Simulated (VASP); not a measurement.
Set up this calculation in VASP 6.6.1, as the native input.

```
Task                   : relaxation of cell and atoms
Functional             : PBE
Potentials or basis    : VASP PAW PBE potentials, release 64 (Li_sv, Se)
Cutoff                 : 600 eV
k mesh                 : 6 × 6 × 6
Occupations            : gaussian, width 0.1 eV
Spin                   : no spin polarisation
Dipole correction      : no
Further INCAR settings : ALGO = Normal; EDIFF = 1e-06; IBRION = 2; EDIFFG = -0.01; NSW = 100; ISIF = 3
```

The structure of Li4Se3 lies in POSCAR:

```
Li4Se3
1.0
    5.9719757527      0.0000000000      0.0000000000
    0.0000000000      5.9719757527      0.0000000000
    0.0000000000      0.0000000000      5.9719757527
Li Se
4 3
Direct
    0.7972646188      0.7972646188      0.7972646188
    0.7972646188      0.2027353812      0.2027353812
    0.2027353812      0.7972646188      0.2027353812
    0.2027353812      0.2027353812      0.7972646188
    0.0000000000      0.0000000000      0.5000000000
    0.0000000000      0.5000000000      0.0000000000
    0.5000000000      0.0000000000      0.0000000000
```

One way to write it, as run:

INCAR

```
PREC = Accurate
ENCUT = 600
EDIFF = 1E-6
ISMEAR = 0
SIGMA = 0.1
LREAL = False
LASPH = True
NELM = 100
ALGO = Normal
ISIF = 3
LWAVE = False
LCHARG = False
GGA = PE
IBRION = 2
NSW = 100
EDIFFG = -0.01
```

KPOINTS

```
regular mesh
0
Gamma
  6 6 6
```

Potentials or basis: VASP PAW PBE potentials, release 64 (Li_sv, Se).

The run is started by

```console
$ cat potpaw_PBE.64/Li_sv/POTCAR potpaw_PBE.64/Se/POTCAR > POTCAR
$ mpirun -np 1 vasp_std > vasp.out
```

It gave:

```json
{
  "Relaxed volume": "30.66 Å³/atom",
  "Relaxed cell": "a = 5.987 Å, b = 5.987 Å, c = 5.987 Å, α = 90.00°, β = 90.00°, γ = 90.00°",
  "Space group after relaxing (to 0.05 Å)": "P-43m (No. 215)",
  "Energy gained by relaxing": "0.2 meV/atom",
  "Ionic steps": "6",
  "Pressure after relaxing": "0.0 GPa",
  "Largest force after relaxing": "0.006 eV/Å",
  "Band gap on the k mesh": "zero (band 15 reaches -1.24 eV, above the bottom of band 16 at -1.69 eV)"
}
```

Caveat: the cutoff is under 1.25 times the usual one of these potentials, so pressure, stress and relaxed cells hold a basis-set (Pulay) error.

Run time: 4.2 min on 1 thread of AMD EPYC 7R43 64-Core Processor (Zen 3), with other jobs on the host, peak memory 0.34 GiB.
